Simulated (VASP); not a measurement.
# Cr3Co in VASP: single point with LDA

Aim: the single point of Cr3Co with LDA.

Program: VASP 6.6.1. These are calculated values, not measurements. Logs are shortened: lines on timing, memory, paths and dates and some standing lists are left out, and cuts for length are marked.

## Step 1: The cell of the first run

The typed cell holds 8 atoms: a = 4.965 Å, b = 4.965 Å, c = 3.985 Å, α = 90.00°, β = 90.00°, γ = 60.00°.

## Step 2: Single point, LDA

INCAR reads:

```
SYSTEM = Cr3Co
PREC = Accurate ; ENCUT = 520
EDIFF = 1E-7 ; ISMEAR = 1
SIGMA = 0.1017 ; LREAL = .FALSE.
LASPH = .TRUE. ; NELM = 60
ALGO = Normal ; ISIF = 2
LWAVE = .FALSE. ; LCHARG = .TRUE.
GGA = CA ; LELF = .TRUE.
LVHAR = .TRUE. ; NBANDS = 55
```

KPOINTS reads:

```
Automatic mesh
0
G
  6 6 8
  0 0 0
```

POSCAR reads:

```
Cr3Co
1.0
    2.4822878000      4.2994447600      0.0000000000
   -2.4822878000      4.2994447600      0.0000000000
    0.0000000000      0.0000000000      3.9848359000
Co Cr
2 6
Direct
    0.3333000000      0.3334000000      0.2500000000
    0.6666000000      0.6667000000      0.7500000000
    0.8330000000      0.8330000000      0.2500000000
    0.1670000000      0.6660000000      0.7500000000
    0.3340000000      0.8330000000      0.2500000000
    0.1670000000      0.1670000000      0.7500000000
    0.8330000000      0.3340000000      0.2500000000
    0.6660000000      0.1670000000      0.7500000000
```

Potentials or basis: VASP PAW LDA potentials, release 64 (Co, Cr_pv).

Launch:

```bash
cat potpaw_LDA.64/Co/POTCAR potpaw_LDA.64/Cr_pv/POTCAR > POTCAR
mpirun -np 1 vasp_std > vasp.out
```

OUTCAR:

```text
SYSTEM = Cr3Co
   PREC = Accurate
   ENCUT = 520
   EDIFF = 1E-7
   ISMEAR = 1
   LREAL = .FALSE.
   LASPH = .TRUE.
   NELM = 60
   ISIF = 2
   GGA = CA

 ion  position               nearest neighbor table
   1  0.333  0.333  0.250-   4 2.45   4 2.45   6 2.45   6 2.45   8 2.45   8 2.45   5 2.48   3 2.48
                             7 2.48   7 2.48   5 2.48   3 2.48
   2  0.667  0.667  0.750-   5 2.45   5 2.45   3 2.45   3 2.45   7 2.45   7 2.45   4 2.48   6 2.48
                             8 2.48   8 2.48   4 2.48   6 2.48
   3  0.833  0.833  0.250-   2 2.45   2 2.45   8 2.46   4 2.46   4 2.46   8 2.46   5 2.48   7 2.48
                             1 2.48   1 2.48   5 2.49   7 2.49
   4  0.167  0.666  0.750-   1 2.45   1 2.45   5 2.46   5 2.46   3 2.46   3 2.46   6 2.48   8 2.48
                             2 2.48   2 2.48   6 2.49   8 2.49
   5  0.334  0.833  0.250-   2 2.45   2 2.45   4 2.46   4 2.46   6 2.46   6 2.46   3 2.48   7 2.48
                             1 2.48   1 2.48   3 2.49   7 2.49
   6  0.167  0.167  0.750-   1 2.45   1 2.45   7 2.46   5 2.46   5 2.46   7 2.46   8 2.48   4 2.48
                             2 2.48   2 2.48   4 2.49   8 2.49
   7  0.833  0.334  0.250-   2 2.45   2 2.45   8 2.46   8 2.46   6 2.46   6 2.46   3 2.48   5 2.48
                             1 2.48   1 2.48   3 2.49   5 2.49
   8  0.666  0.167  0.750-   1 2.45   1 2.45   7 2.46   7 2.46   3 2.46   3 2.46   6 2.48   4 2.48
                             2 2.48   2 2.48   6 2.49   4 2.49

  LATTYP: Found a hexagonal cell.
 ALAT       =     4.9645722843
 C/A-ratio  =     0.8026544225

  Lattice vectors:

 A1 = (   2.4822878000,  -4.2994447600,   0.0000000000)
 A2 = (   2.4822878000,   4.2994447600,   0.0000000000)
 A3 = (   0.0000000000,   0.0000000000,   3.9848359000)

Analysis of symmetry for initial positions (statically):
=====================================================================
 Subroutine PRICEL returns:
 Original cell was already a primitive cell.

 Routine SETGRP: Setting up the symmetry group for a
 hexagonal supercell.

 Subroutine GETGRP returns: Found  4 space group operations
 (whereof  2 operations were pure point group operations)
 out of a pool of 24 trial point group operations.

The static configuration has the point symmetry C_2 .
 The point group associated with its full space group is C_2v.

Analysis of symmetry for dynamics (positions and initial velocities):
=====================================================================
 Subroutine PRICEL returns:
 Original cell was already a primitive cell.

 Routine SETGRP: Setting up the symmetry group for a
 hexagonal supercell.

 Subroutine GETGRP returns: Found  4 space group operations
 (whereof  2 operations were pure point group operations)
 out of a pool of 24 trial point group operations.

The dynamic configuration has the point symmetry C_2 .
 The point group associated with its full space group is C_2v.

 Subroutine INISYM returns: Found  4 space group operations
 (whereof  2 operations are pure point group operations),
 and found     1 'primitive' translations

----------------------------------------------------------------------------------------

                                     Primitive cell

  volume of cell :      85.0560

  direct lattice vectors                    reciprocal lattice vectors
     2.482287800  4.299444760  0.000000000     0.201427087  0.116294086  0.000000000
    -2.482287800  4.299444760  0.000000000    -0.201427087  0.116294086  0.000000000
     0.000000000  0.000000000  3.984835900     0.000000000  0.000000000  0.250951363

  length of vectors
     4.964572284  4.964572284  3.984835900     0.232588017  0.232588017  0.250951363

  position of ions in fractional coordinates (direct lattice)
     0.333300000  0.333400000  0.250000000
     0.666600000  0.666700000  0.750000000
     0.833000000  0.833000000  0.250000000
     0.167000000  0.666000000  0.750000000
     0.334000000  0.833000000  0.250000000
     0.167000000  0.167000000  0.750000000
     0.833000000  0.334000000  0.250000000
     0.666000000  0.167000000  0.750000000

  ion indices of the primitive-cell ions
   primitive index   ion index
                 1           1
                 2           2
                 3           3
                 4           4
                 5           5
                 6           6
                 7           7
                 8           8

----------------------------------------------------------------------------------------

 KPOINTS: Automatic mesh

Automatic generation of k-mesh.
 Grid dimensions read from file:
 generate k-points for:    6    6    8

 Generating k-lattice:

  Cartesian coordinates                     Fractional coordinates (reciprocal lattice)
     0.033571181  0.019382348  0.000000000     0.166666667  0.000000000  0.000000000
    -0.033571181  0.019382348  0.000000000     0.000000000  0.166666667  0.000000000
     0.000000000  0.000000000  0.031368920     0.000000000  0.000000000  0.125000000

  Length of vectors
     0.038764670  0.038764670  0.031368920

  Shift w.r.t. Gamma in fractional coordinates (k-lattice)
     0.000000000  0.000000000  0.000000000

 Subroutine IBZKPT returns following result:
 ===========================================

 Found     65 irreducible k-points:

 Following reciprocal coordinates:
            Coordinates               Weight
  0.000000  0.000000  0.000000      1.000000
  0.166667  0.000000  0.000000      4.000000
  0.166667  0.166667  0.000000      2.000000
  0.333333  0.000000  0.000000      4.000000
  0.333333  0.333333  0.000000      2.000000
  0.500000  0.000000  0.000000      2.000000
[... 16 lines left out ...]
  0.500000  0.166667  0.125000      8.000000
  0.333333  0.500000  0.125000      8.000000
 [... further k-points ...]
   k-points           NKPTS =     65   k-points in BZ     NKDIM =     65   number of bands    NBANDS=     55
   number of dos      NEDOS =    301   number of ions     NIONS =      8
   total plane-waves  NPLWV =  48000
   dimension x,y,z NGX =    40 NGY =   40 NGZ =   30
   dimension x,y,z NGXF=    80 NGYF=   80 NGZF=   60
   ions per type =               2   6
   NGX,Y,Z   is equivalent  to a cutoff of  13.39, 13.39, 12.52 a.u.
   NGXF,Y,Z  is equivalent  to a cutoff of  26.79, 26.79, 25.03 a.u.
 SYSTEM =  Cr3Co
   PREC   = accura    normal or accurate (medium, high low for compatibility)
   ISTART =      0    job   : 0-new  1-cont  2-samecut
   ICHARG =      2    charge: 1-file 2-atom 10-const
   ISPIN  =      1    spin polarized calculation?
   LNONCOLLINEAR =      F non collinear calculations
   LSORBIT =      F    spin-orbit coupling
   LASPH  =      T    aspherical Exc in radial PAW
   ENCUT  =  520.0 eV  38.22 Ry    6.18 a.u.   9.23  9.23  7.41*2*pi/ulx,y,z
   NELM   =     60;   NELMIN=  2; NELMDL= -5     # of ELM steps
   EDIFF  = 0.1E-06   stopping-criterion for ELM
   LREAL  =      F    real-space projection
   EDIFFG = 0.1E-05   stopping-criterion for IOM
   NSW    =      0    number of steps for IOM
   IBRION =     -1    ionic relax: 0-MD 1-quasi-New 2-CG
   NFREE  =      0    steps in history (QN), initial steepest desc. (CG)
   ISIF   =      2    stress and relaxation
   ISYM   =      2    0-nonsym 1-usesym 2-fastsym
   POTIM  = 0.5000    time-step for ionic-motion
   TEBEG  =    0.0;   TEEND  =   0.0 temperature during run
   PSTRESS=    0.0 pullay stress
   NELECT =      90.0000    total number of electrons
   NUPDOWN=      -1.0000    fix difference up-down
   EMIN   =  10.00;   EMAX   =-10.00  energy-range for DOS
   EFERMI =   0.00;   METHOD = LEGACY
   ISMEAR =     1;   SIGMA  =   0.10  broadening in eV -4-tet -1-fermi 0-gaus
   EFERMI_NEDOS =   21; number of points for ismear=-14 and -15
   IALGO  =     38    algorithm
   IMIX   =      4    mixing-type and parameters
     AMIX     =   0.40;   BMIX     =  1.00
     AMIX_MAG =   1.60;   BMIX_MAG =  1.00
  volume/ion in A,a.u.               =      10.63        71.75
  Fermi-wavevector in a.u.,A,eV,Ry     =   1.668223  3.152484 37.864563  2.782967
  Thomas-Fermi vector in A             =   2.754108
   LORBIT       =      0    0 simple, 1 ext, 2 COOP (PROOUT), +10 PAW based schemes
   GGA     = CA    functional components
   LHFCALC =     F    Hartree Fock is set to
   AEXX    =    0.0000 exact exchange contribution
   IVDW    =     0    specifies the selected vdW correction
   LEPSILON=     F    determine dielectric tensor
   LRPA    =     F    only Hartree local field effects (RPA)
 non-spin polarized calculation
 Methfessel and Paxton  Order N= 1 SIGMA  =   0.10
  energy-cutoff  :      520.00
  volume of cell :       85.06
 maximum number of plane-waves:      2318
 NGX is ok and might be reduce to    40
   NGX = 19   NGY = 19   NGZ = 15

 number of electron      90.0000029 magnetization

 Free energy of the ion-electron system (eV)
  ---------------------------------------------------
  ext. energy  EPLUGINS =         0.00000000
  ---------------------------------------------------
  free energy    TOTEN  =       -78.39618066 eV

  energy without entropy =      -78.38955627  energy(sigma->0) =      -78.39397253

 E-fermi :  11.3223     XC(G=0): -14.3305

 val. band max:       11.3211543069   @ k =   0.1667   0.1667   0.0000
 cond. band min:      11.3323745395   @ k =   0.3333   0.3333   0.2500
 fundamental gap:      0.0112202326
 Fermi energy:        11.3223071057

 k-point     1 :       0.0000    0.0000    0.0000
  band No.  band energies     occupation
      1     -31.5858      2.00000
      2     -31.4403      2.00000
      3     -31.3681      2.00000
      4     -31.2298      2.00000
      5     -31.2298      2.00000
      6     -31.1691      2.00000
[... 47 lines left out ...]
     54      13.4710      0.00000
[... 1333 lines left out ...]
     54      13.0861     -0.00000
     55      13.2530     -0.00000

 [... further k-points ...]

------------------------ aborting loop because EDIFF is reached ----------------------------------------

  FORCE on cell =-STRESS in cart. coord.  units (eV):
  Direction    XX          YY          ZZ          XY          YZ          ZX
  --------------------------------------------------------------------------------------
  -------------------------------------------------------------------------------------
  Total        0.0112655      0.0099297     -0.1892762      0.0000000      0.0000000      0.0000000
  in kB        0.2122058      0.1870424     -3.5653462      0.0000000      0.0000000      0.0000000
  external PRESSURE =      -1.0553660 kB  Pullay stress =       0.0000000 kB

 VOLUME and BASIS-vectors are now :
 -----------------------------------------------------------------------------
  energy-cutoff  :      520.00
  volume of cell :       85.06
      direct lattice vectors                 reciprocal lattice vectors
     2.482287800  4.299444760  0.000000000     0.201427087  0.116294086  0.000000000
    -2.482287800  4.299444760  0.000000000    -0.201427087  0.116294086  0.000000000
     0.000000000  0.000000000  3.984835900     0.000000000  0.000000000  0.250951363

 POSITION                                       TOTAL-FORCE (eV/Angst)
 -----------------------------------------------------------------------------------
     -0.00025      2.86644      0.99621         0.002426     -0.001541     -0.000000
     -0.00025      5.73245      2.98863         0.002426      0.001541      0.000000
      0.00000      7.16287      0.99621        -0.001682      0.169277      0.000000
     -1.23866      3.58144      2.98863        -0.147547      0.083331      0.000000
     -1.23866      5.01745      0.99621        -0.147547     -0.083331      0.000000
      0.00000      1.43601      2.98863        -0.001682     -0.169277      0.000000
      1.23866      5.01745      0.99621         0.146803     -0.084851      0.000000
      1.23866      3.58144      2.98863         0.146803      0.084851     -0.000000
 -----------------------------------------------------------------------------------
    total drift:                                0.000005      0.000000      0.000000

  FREE ENERGIE OF THE ION-ELECTRON SYSTEM (eV)
  ---------------------------------------------------
  free  energy   TOTEN  =       -78.3961806602 eV

  energy  without entropy=      -78.3895562718  energy(sigma->0) =      -78.39397253
```

It took 6.1 min on 1 thread of Intel Xeon Platinum 8375C at 2.90GHz (Ice Lake), shared host; peak memory 0.33 GiB.

What came out:

| Quantity | Value |
| --- | --- |
| Free energy | -78.3962 eV |
| Pressure | -0.1 GPa |
| Largest force | 0.170 eV/Å |
| Band gap on the k mesh | zero (bands 45 and 46 overlap by 1.11 eV) |

Forces on the atoms (eV/Å):
```
Co   0.002 -0.002  0.000
Co   0.002  0.002  0.000
Cr  -0.002  0.169  0.000
Cr  -0.148  0.083  0.000
Cr  -0.148 -0.083  0.000
Cr  -0.002 -0.169  0.000
Cr   0.147 -0.085  0.000
Cr   0.147  0.085  0.000
```

Caveat: the run has no spin polarisation, though such a crystal can be magnetic.
